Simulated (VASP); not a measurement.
# ZnCu in VASP: settings compared, part 2 of 2

VASP 6.6.1. The steps go on from the part before.

### 4 Electric field gradients, r2SCAN (atom 2 (Cu) moved by [0.0, 0.0, 0.12] A)

Input file POSCAR:

```
ZnCu
1.0
    2.9205539200      0.0000000000      0.0000000000
    0.0000000000      2.9205539200      0.0000000000
    0.0000000000      0.0000000000      2.9205539200
Zn Cu
1 1
Direct
    0.5000000000      0.5000000000      0.5000000000
    0.0000000000      0.0000000000      0.0410880961
```

Input file INCAR.step1:

```
  PREC = Accurate
  ENCUT = 520
  ISMEAR = -1
  SIGMA = 0.05
  LREAL = False
  LASPH = True
  NELM = 100
  NBANDS = 18
  GGA = PE
  ALGO = Normal
  EDIFF = 1E-4
  LWAVE = True
  LCHARG = False
```

Input file INCAR.step2:

```
  PREC = Accurate
  ENCUT = 520
  EDIFF = 1E-8
  ISMEAR = -1
  SIGMA = 0.05
  LREAL = False
  LASPH = True
  NELM = 100
  ALGO = Normal
  ISIF = 2
  LWAVE = False
  LCHARG = False
  METAGGA = R2SCAN
  LMIXTAU = True
  LEFG = True
  NBANDS = 18
  ISTART = 1
```

Input file KPOINTS:

```
regular mesh
0
Gamma
  12 12 12
```

Potentials or basis: VASP PAW PBE potentials, release 64 (Zn, Cu).

Run with:

```
cat potpaw_PBE.64/Zn/POTCAR potpaw_PBE.64/Cu/POTCAR > POTCAR
cp INCAR.step1 INCAR
mpirun -np 1 vasp_std > vasp.out
cp INCAR.step2 INCAR
mpirun -np 1 vasp_std > vasp.out
```

OUTCAR:

```text
PREC = Accurate
   ENCUT = 520
   EDIFF = 1E-8
   ISMEAR = -1
   LREAL = False
   LASPH = True
   NELM = 100
   ISIF = 2
   METAGGA = R2SCAN
   ISTART = 1

 ion  position               nearest neighbor table
   1  0.500  0.500  0.500-   2 2.46   2 2.46   2 2.46   2 2.46   2 2.60   2 2.60   2 2.60   2 2.60

   2  0.000  0.000  0.041-   1 2.46   1 2.46   1 2.46   1 2.46   1 2.60   1 2.60   1 2.60   1 2.60

  LATTYP: Found a simple cubic cell.
 ALAT       =     2.9205539200

  Lattice vectors:

 A1 = (   2.9205539200,   0.0000000000,   0.0000000000)
 A2 = (   0.0000000000,   2.9205539200,   0.0000000000)
 A3 = (   0.0000000000,   0.0000000000,   2.9205539200)

Analysis of symmetry for initial positions (statically):
=====================================================================
 Subroutine PRICEL returns:
 Original cell was already a primitive cell.

 Routine SETGRP: Setting up the symmetry group for a
 simple cubic supercell.

 Subroutine GETGRP returns: Found  8 space group operations
 (whereof  8 operations were pure point group operations)
 out of a pool of 48 trial point group operations.

The static configuration has the point symmetry C_4v.

Analysis of symmetry for dynamics (positions and initial velocities):
=====================================================================
 Subroutine PRICEL returns:
 Original cell was already a primitive cell.

 Routine SETGRP: Setting up the symmetry group for a
 simple cubic supercell.

 Subroutine GETGRP returns: Found  8 space group operations
 (whereof  8 operations were pure point group operations)
 out of a pool of 48 trial point group operations.

[... 157 lines left out ...]
      1      -5.3522      2.00000
      2      -2.6571      2.00000
      3      -2.6426      2.00000
      4      -1.8837      2.00000
      5      -1.8722      2.00000
      6      -1.8722      2.00000
[... 481 lines left out ...]
      5      -1.9288      2.00000
      6      -1.8387      2.00000
[... 10 lines left out ...]
     17      20.9913      0.00000
     18      22.5762      0.00000

 [... further k-points ...]

------------------------ aborting loop because EDIFF is reached ----------------------------------------

  FORCE on cell =-STRESS in cart. coord.  units (eV):
  Direction    XX          YY          ZZ          XY          YZ          ZX
  --------------------------------------------------------------------------------------
  -------------------------------------------------------------------------------------
  Total        0.2801120      0.2801120      0.1308972      0.0000000      0.0000000      0.0000000
  in kB       18.0155150     18.0155150      8.4187059      0.0000000      0.0000000      0.0000000
  external PRESSURE =      14.8165787 kB  Pullay stress =       0.0000000 kB

 VOLUME and BASIS-vectors are now :
 -----------------------------------------------------------------------------
  energy-cutoff  :      520.00
  volume of cell :       24.91
      direct lattice vectors                 reciprocal lattice vectors
     2.920553920  0.000000000  0.000000000     0.342400800  0.000000000  0.000000000
     0.000000000  2.920553920  0.000000000     0.000000000  0.342400800  0.000000000
     0.000000000  0.000000000  2.920553920     0.000000000  0.000000000  0.342400800

 POSITION                                       TOTAL-FORCE (eV/Angst)
 -----------------------------------------------------------------------------------
      1.46028      1.46028      1.46028         0.000000      0.000000      0.616427
      0.00000      0.00000      0.12000        -0.000000      0.000000     -0.616427
 -----------------------------------------------------------------------------------
    total drift:                                0.000000      0.000000      0.003877

  FREE ENERGIE OF THE ION-ELECTRON SYSTEM (eV)
  ---------------------------------------------------
  free  energy   TOTEN  =       -19.8997065926 eV

  energy  without entropy=      -19.8959686559  energy(sigma->0) =      -19.89783762

 Electric field gradients (V/A^2)
---------------------------------------------------------------------
 ion       V_xx      V_yy      V_zz      V_xy      V_xz      V_yz
---------------------------------------------------------------------
   1      -1.173    -1.173     2.345     0.000     0.000    -0.000
   2      -0.592    -0.592     1.183     0.000    -0.000     0.000
---------------------------------------------------------------------

 Electric field gradients after diagonalization (V/A^2)
 (convention: |V_zz| > |V_xx| > |V_yy|)
----------------------------------------------------------------------
 ion       V_xx      V_yy      V_zz     asymmetry (V_yy - V_xx)/ V_zz
----------------------------------------------------------------------
   1      -1.173    -1.173     2.345       0.000
   2      -0.592    -0.592     1.183       0.000
----------------------------------------------------------------------

           NMR quadrupolar parameters

 Cq : quadrupolar parameter    Cq=e*Q*V_zz/h
 eta: asymmetry parameters     (V_yy - V_xx)/ V_zz
 Q  : nuclear electric quadrupole moment in mb (millibarn)
----------------------------------------------------------------------
 ion       Cq(MHz)       eta       Q (mb)
----------------------------------------------------------------------
   1       0.006       0.000       1.000
   2       0.003       0.000       1.000
----------------------------------------------------------------------
```

OUTCAR.step1:

```text
PREC = Accurate
   ENCUT = 520
   ISMEAR = -1
   LREAL = False
   LASPH = True
[... 726 lines left out ...]
      1.46028      1.46028      1.46028        -0.000000      0.000000      0.637409
      0.00000      0.00000      0.12000         0.000000     -0.000000     -0.637409
 -----------------------------------------------------------------------------------
    total drift:                                0.000000      0.000000     -0.000635

  FREE ENERGIE OF THE ION-ELECTRON SYSTEM (eV)
  ---------------------------------------------------
  free  energy   TOTEN  =        -4.9496100643 eV

  energy  without entropy=       -4.9458553626  energy(sigma->0) =       -4.94773271
```

OSZICAR.step1:

```text
N       E                     dE             d eps       ncg     rms          rms(c)
DAV:   1     0.115787296761E+03    0.11579E+03   -0.11166E+04  7456   0.215E+03
DAV:   2    -0.121276116731E+01   -0.11700E+03   -0.11213E+03  7118   0.303E+02
DAV:   3    -0.601394147293E+01   -0.48012E+01   -0.47502E+01  7954   0.761E+01
DAV:   4    -0.605363962553E+01   -0.39698E-01   -0.39684E-01  8136   0.640E+00
DAV:   5    -0.605417913166E+01   -0.53951E-03   -0.53949E-03  7978   0.760E-01    0.977E+00
DAV:   6    -0.587043201290E+01    0.18375E+00   -0.14281E+01  7548   0.921E+01    0.596E+00
DAV:   7    -0.496133422631E+01    0.90910E+00   -0.31549E+00  7614   0.893E+01    0.239E+00
DAV:   8    -0.495851375252E+01    0.28205E-02   -0.12858E-01  9192   0.453E+00    0.128E+00
DAV:   9    -0.494964349752E+01    0.88703E-02   -0.10569E-02  8318   0.230E+00    0.791E-02
DAV:  10    -0.494961006428E+01    0.33433E-04   -0.94908E-04 10162   0.702E-01
   1 F= -.49496101E+01 E0= -.49477327E+01  d E =-.375470E-02
```

It took 3.3 min on 1 thread of AMD EPYC 9R45 (Zen 5), shared host; peak memory 0.18 GiB.

Results:

```yaml
Free_energy: -19.8997 eV
Pressure: 1.5 GPa
Largest_force: 0.616 eV/Å
Band_gap_on_the_k_mesh: zero (an odd number of electrons rules out a gap without spin polarisation)
Largest_electric_field_gradient_by_atom: Zn +2.3; Cu +1.2 V/Å²
```

Forces in eV/Å, atoms in the order of the input:
```
Zn   0.000  0.000  0.616
Cu   0.000  0.000 -0.616
```

Electric field gradients, principal values (V/Å²):
```csv
atom,least,middle,greatest (by size)
1 Zn,-1.173,-1.173,2.345
2 Cu,-0.592,-0.592,1.183
```

Caveat: the cell differs from its parent crystal (atom 2 (Cu) moved by [0.0, 0.0, 0.12] A); without QUAD_EFG the Cq values of the log hold for a quadrupole moment of 1 mb, not for the nuclei; the PAW data sets were made with another functional, which shifts forces and pressure a little.

### 5 Electric field gradients, r2SCAN (xy shear strain of -1 %)

Input file POSCAR:

```
ZnCu
1.0
    2.9205539200     -0.0146027696      0.0000000000
   -0.0146027696      2.9205539200      0.0000000000
    0.0000000000      0.0000000000      2.9205539200
Zn Cu
1 1
Direct
    0.5000000000      0.5000000000      0.5000000000
    0.0000000000      0.0000000000      0.0000000000
```

Input file INCAR.step1:

```
SYSTEM = ZnCu
ALGO = Normal ; EDIFF = 1E-4
ENCUT = 520 ; GGA = PE
ISMEAR = -1 ; LASPH = .True.
LCHARG = .False. ; LREAL = .False.
LWAVE = .True. ; NBANDS = 18
NELM = 100 ; PREC = Accurate
SIGMA = 0.05
```

Input file INCAR.step2:

```
SYSTEM = ZnCu
ALGO = Normal ; EDIFF = 1E-8
ENCUT = 520 ; ISIF = 2
ISMEAR = -1 ; ISTART = 1
LASPH = .True. ; LCHARG = .False.
LEFG = .True. ; LMIXTAU = .True.
LREAL = .False. ; LWAVE = .False.
METAGGA = R2SCAN ; NBANDS = 18
NELM = 100 ; PREC = Accurate
SIGMA = 0.05
```

Input file KPOINTS:

```
k-points
0
Gamma
  12 12 12
  0 0 0
```

Potentials or basis: VASP PAW PBE potentials, release 64 (Zn, Cu).

Run with:

```
cat potpaw_PBE.64/Zn/POTCAR potpaw_PBE.64/Cu/POTCAR > POTCAR
cp INCAR.step1 INCAR
mpirun -np 1 vasp_std > vasp.out
cp INCAR.step2 INCAR
mpirun -np 1 vasp_std > vasp.out
```

OUTCAR:

```text
SYSTEM = ZnCu
   EDIFF = 1E-8
   ENCUT = 520
   ISIF = 2
   ISMEAR = -1
   ISTART = 1
   LASPH = .True.
   LREAL = .False.
   METAGGA = R2SCAN
   NELM = 100
   PREC = Accurate

 ion  position               nearest neighbor table
   1  0.500  0.500  0.500-   2 2.52   2 2.52   2 2.52   2 2.52   2 2.54   2 2.54   2 2.54   2 2.54

   2  0.000  0.000  0.000-   1 2.52   1 2.52   1 2.52   1 2.52   1 2.54   1 2.54   1 2.54   1 2.54

  LATTYP: Found a base centered orthorhombic cell.
 ALAT       =     4.1096355285
 B/A-ratio  =     1.0100502513
 C/A-ratio  =     0.7106600816

  Lattice vectors:

 A1 = (   2.9205539200,  -0.0146027696,   0.0000000000)
 A2 = (  -0.0146027696,   2.9205539200,   0.0000000000)
 A3 = (   0.0000000000,   0.0000000000,   2.9205539200)

Analysis of symmetry for initial positions (statically):
=====================================================================
 Subroutine PRICEL returns:
 Original cell was already a primitive cell.

 Routine SETGRP: Setting up the symmetry group for a
 base centered orthorhombic supercell.

 Subroutine GETGRP returns: Found  8 space group operations
 (whereof  8 operations were pure point group operations)
 out of a pool of  8 trial point group operations.

The static configuration has the point symmetry D_2h.

Analysis of symmetry for dynamics (positions and initial velocities):
=====================================================================
 Subroutine PRICEL returns:
 Original cell was already a primitive cell.

[... 160 lines left out ...]
 Fermi energy:         5.5533434157

 k-point     1 :       0.0000    0.0000    0.0000
  band No.  band energies     occupation
      1      -5.3530      2.00000
      2      -2.6422      2.00000
      3      -2.6419      2.00000
      4      -1.8784      2.00000
      5      -1.8690      2.00000
      6      -1.8594      2.00000
[... 481 lines left out ...]
      5      -1.8804      2.00000
      6      -1.0597      2.00000
[... 10 lines left out ...]
     17      20.8916      0.00000
     18      22.3976      0.00000

 [... further k-points ...]

------------------------ aborting loop because EDIFF is reached ----------------------------------------

  FORCE on cell =-STRESS in cart. coord.  units (eV):
  Direction    XX          YY          ZZ          XY          YZ          ZX
  --------------------------------------------------------------------------------------
  -------------------------------------------------------------------------------------
  Total        0.0926591      0.0926591      0.0971719      0.1443982      0.0000000      0.0000000
  in kB        5.9595569      5.9595569      6.2498064      9.2872560      0.0000000      0.0000000
  external PRESSURE =       6.0563067 kB  Pullay stress =       0.0000000 kB

 VOLUME and BASIS-vectors are now :
 -----------------------------------------------------------------------------
  energy-cutoff  :      520.00
  volume of cell :       24.91
      direct lattice vectors                 reciprocal lattice vectors
     2.920553920 -0.014602770  0.000000000     0.342409361  0.001712047  0.000000000
    -0.014602770  2.920553920  0.000000000     0.001712047  0.342409361  0.000000000
     0.000000000  0.000000000  2.920553920     0.000000000  0.000000000  0.342400800

 POSITION                                       TOTAL-FORCE (eV/Angst)
 -----------------------------------------------------------------------------------
      1.45298      1.45298      1.46028        -0.000000      0.000000      0.000000
      0.00000      0.00000      0.00000         0.000000      0.000000      0.000000
 -----------------------------------------------------------------------------------
    total drift:                                0.000000      0.000000     -0.000000

  FREE ENERGIE OF THE ION-ELECTRON SYSTEM (eV)
  ---------------------------------------------------
  free  energy   TOTEN  =       -19.9358920837 eV

  energy  without entropy=      -19.9317677390  energy(sigma->0) =      -19.93382991

 Electric field gradients (V/A^2)
---------------------------------------------------------------------
 ion       V_xx      V_yy      V_zz      V_xy      V_xz      V_yz
---------------------------------------------------------------------
   1       0.040     0.040    -0.080    -1.582    -0.000     0.000
   2       0.033     0.033    -0.066    -0.727     0.000    -0.000
---------------------------------------------------------------------

 Electric field gradients after diagonalization (V/A^2)
 (convention: |V_zz| > |V_xx| > |V_yy|)
----------------------------------------------------------------------
 ion       V_xx      V_yy      V_zz     asymmetry (V_yy - V_xx)/ V_zz
----------------------------------------------------------------------
   1      -1.542    -0.080     1.623       0.901
   2      -0.694    -0.066     0.760       0.825
----------------------------------------------------------------------

           NMR quadrupolar parameters

 Cq : quadrupolar parameter    Cq=e*Q*V_zz/h
 eta: asymmetry parameters     (V_yy - V_xx)/ V_zz
 Q  : nuclear electric quadrupole moment in mb (millibarn)
----------------------------------------------------------------------
 ion       Cq(MHz)       eta       Q (mb)
----------------------------------------------------------------------
   1       0.004       0.901       1.000
   2       0.002       0.825       1.000
----------------------------------------------------------------------
```

OUTCAR.step1:

```text
SYSTEM = ZnCu
   EDIFF = 1E-4
   ENCUT = 520
   GGA = PE
   ISMEAR = -1
   LASPH = .True.
   LREAL = .False.
[... 727 lines left out ...]
      1.45298      1.45298      1.46028        -0.000000      0.000000      0.000000
      0.00000      0.00000      0.00000         0.000000      0.000000      0.000000
 -----------------------------------------------------------------------------------
    total drift:                                0.000000      0.000000     -0.000000

  FREE ENERGIE OF THE ION-ELECTRON SYSTEM (eV)
  ---------------------------------------------------
  free  energy   TOTEN  =        -4.9871920382 eV

  energy  without entropy=       -4.9830096641  energy(sigma->0) =       -4.98510085
```

It took 5.3 min on 1 thread of AMD EPYC 9R45 (Zen 5), shared host; peak memory 0.23 GiB.

What came out:

```
Free energy                             : -19.9359 eV
Pressure                                : 0.6 GPa
Band gap on the k mesh                  : zero (an odd number of electrons rules out a gap without spin polarisation)
Largest electric field gradient by atom : Zn +1.6; Cu +0.8 V/Å²
```

Stress tensor (GPa, compression positive):
```
0.60 0.93 0.00
0.93 0.60 0.00
0.00 0.00 0.62
```

Levels at points of the mesh, in eV from the Fermi level:
```tsv
k point	band 8	band 9	band 10	band 11	band 12	band 13	band 14	band 15	band 16	band 17
(0.00, 0.00, 0.00)	-3.75	-2.83	-2.83	-2.83	6.74	6.78	6.81	11.73	11.73	13.64
(0.50, 0.00, 0.00)	-3.88	-3.41	-3.41	-2.91	-2.05	12.61	12.62	13.18	13.20	14.06
(0.50, 0.50, 0.00)	-2.99	-2.99	-2.59	-2.10	-1.96	2.06	2.46	15.12	16.48	16.63
(0.00, 0.00, 0.50)	-3.88	-3.42	-3.40	-2.91	-2.05	12.61	12.64	13.18	13.22	14.05
(0.50, 0.00, 0.50)	-2.99	-2.99	-2.59	-2.03	-2.03	2.10	2.42	15.11	16.50	16.58
(0.50, 0.50, 0.50)	-4.51	-2.57	-2.57	4.48	4.51	4.66	4.73	4.74	4.80	4.88
```

Electric field gradients, principal values (V/Å²):
```csv
atom,least,middle,greatest (by size)
1 Zn,-0.080,-1.542,1.623
2 Cu,-0.066,-0.694,0.760
```

Caveat: the cell differs from its parent crystal (xy shear strain of -1 %); without QUAD_EFG the Cq values of the log hold for a quadrupole moment of 1 mb, not for the nuclei; the PAW data sets were made with another functional, which shifts forces and pressure a little.

### 6 Overview

| level | U | cell | k mesh | grid for exact exchange (PRECFOCK) | share of exact exchange | screening parameter | gap on the mesh (eV) | pressure (GPa) |
| --- | --- | --- | --- | --- | --- | --- | --- | --- |
| HSE06+U | Cu d U = 4.0 eV | a = 2.921 Å, 2 atoms, atomic positions A | 4 × 4 × 4 | Normal | 0.25 | 0.2079 1/Å | none | 4.0 |
| r2SCAN | - | a = 2.899, b = 2.899, c = 2.964 Å, 2 atoms, atomic positions A | 12 × 12 × 12 | - | - | - | none | 0.6 |
| r2SCAN | - | a = 2.921 Å, 2 atoms, atomic positions B | 12 × 12 × 12 | - | - | - | none | 1.5 |
| r2SCAN | - | a = 2.921 Å, angles 90.0, 90.0, 90.6°, 2 atoms, atomic positions A | 12 × 12 × 12 | - | - | - | none | 0.6 |

Alike in all rows: task electric field gradients; potentials or basis VASP PAW PBE potentials, release 64 (Zn, Cu); no spin polarisation; cutoff (eV) 520; smearing fermi-dirac 0.05 eV.

Caveats: some runs use coarse meshes; the PAW data sets were made with another functional, which shifts forces and pressure a little; U without spin polarisation on a metal has little footing (at least some runs); the U is typed as a test and isn't derived for this compound (at least some runs).

Total energies depend on the potentials used, so only differences within one code and one set of settings carry meaning.
